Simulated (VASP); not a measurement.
Write the native input for VASP 6.6.1 that does the following.

```yaml
Task: single point
Functional: PBE
Potentials_or_basis: VASP PAW PBE potentials, release 64 (Ga_d)
Cutoff: 520 eV
k_mesh: 12 × 12 × 16
Occupations: gaussian, width 0.1 eV
Spin: no spin polarisation
Dipole_correction: no
Further_INCAR_settings: ALGO = Fast; EDIFF = 1e-07; NBANDS = 26
```

The structure of Ga lies in POSCAR:

```
Ga
1.0
    4.8361187550      0.0000000000      0.0000000000
   -2.4180593775      4.1882016976      0.0000000000
    0.0000000000      0.0000000000      2.8508615209
Ga
3
Direct
    0.0000000000      0.0000000000      0.0000000000
    0.3333333333      0.6666666667      0.5000000000
    0.6666666667      0.3333333333      0.5000000000
```

The input as run:

INCAR

```
  ALGO = Fast
  EDIFF = 1E-7
  ENCUT = 520
  GGA = PE
  ISIF = 2
  ISMEAR = 0
  LASPH = True
  LCHARG = True
  LELF = True
  LREAL = False
  LVHAR = True
  LWAVE = False
  NBANDS = 26
  NELM = 100
  PREC = Accurate
  SIGMA = 0.1
```

KPOINTS

```
k-points
0
Gamma
  12 12 16
```

Potentials or basis: VASP PAW PBE potentials, release 64 (Ga_d).

The run is started by

```console
$ cat potpaw_PBE.64/Ga_d/POTCAR > POTCAR
$ mpirun -np 1 vasp_std > vasp.out
```

It gave:

```
Pressure : 0.1 GPa
```

Wall time 2.2 min on 1 thread of Intel(R) Xeon(R) 6975P-C (Granite Rapids) (shared host), peak memory 0.3 GiB.
